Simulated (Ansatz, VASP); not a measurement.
# One calculation of Be, two programs

Contents of INCAR:

```
PREC = Accurate
ENCUT = 600
EDIFF = 1E-6
ISMEAR = -1
SIGMA = 0.08
LREAL = False
LASPH = True
NELM = 80
ALGO = Normal
ISIF = 3
LWAVE = False
LCHARG = False
GGA = PE
IBRION = 2
NSW = 100
EDIFFG = -0.005
```

File KPOINTS:

```
Automatic mesh
0
Gamma
  20 20 20
```

POSCAR

```
Be
1.0
    0.0000000000      1.7717639764      1.7717639764
    1.7717639764      0.0000000000      1.7717639764
    1.7717639764      1.7717639764      0.0000000000
Be
1
Direct
    0.0000000000      0.0000000000      0.0000000000
```

Input for Ansatz:

```yaml
crystal:
  lattice:
    - [0.0, 1.7717639764, 1.7717639764]
    - [1.7717639764, 0.0, 1.7717639764]
    - [1.7717639764, 1.7717639764, 0.0]
  atoms:
    - { symbol: Be, position: [0.0, 0.0, 0.0] }
kpoints:
  mp_grid: { grid: [20, 20, 20] }
scf:
  occupations: { method: fermi_dirac, width: 0.08 }
hamiltonian:
  xc: pbe
  pseudopotentials: { kind: paw }
output:
  forces: true
  stress: true
relax:
  f_tol: 0.005
  max_steps: 80
  cell: {}
```

Alike in both runs: task relaxation of cell and atoms; functional PBE; k mesh 20 × 20 × 20; occupations fermi-dirac, width 0.08 eV; no spin polarisation.

|  | VASP | Ansatz |
| --- | --- | --- |
| version | VASP 6.6.1 | Ansatz 0.2.0 |
| potentials or method | VASP PAW PBE potentials, release 64 (Be) | PAW with Ansatz's default frozen-core files, scalar-relativistic |
| plane-wave cutoff (eV) | 600 | 420 |
| valence electrons in the cell | 2 | 2 |

```csv
,VASP,Ansatz,Ansatz less VASP
relaxed volume (Å³/atom),7.88,7.87,-0.004
relaxed cell length with the largest relative difference (Å),2.233,2.233,-0.0004
```

Noted on VASP's run: the volume moved by over 15 % at a fixed basis, so the end points are rough.
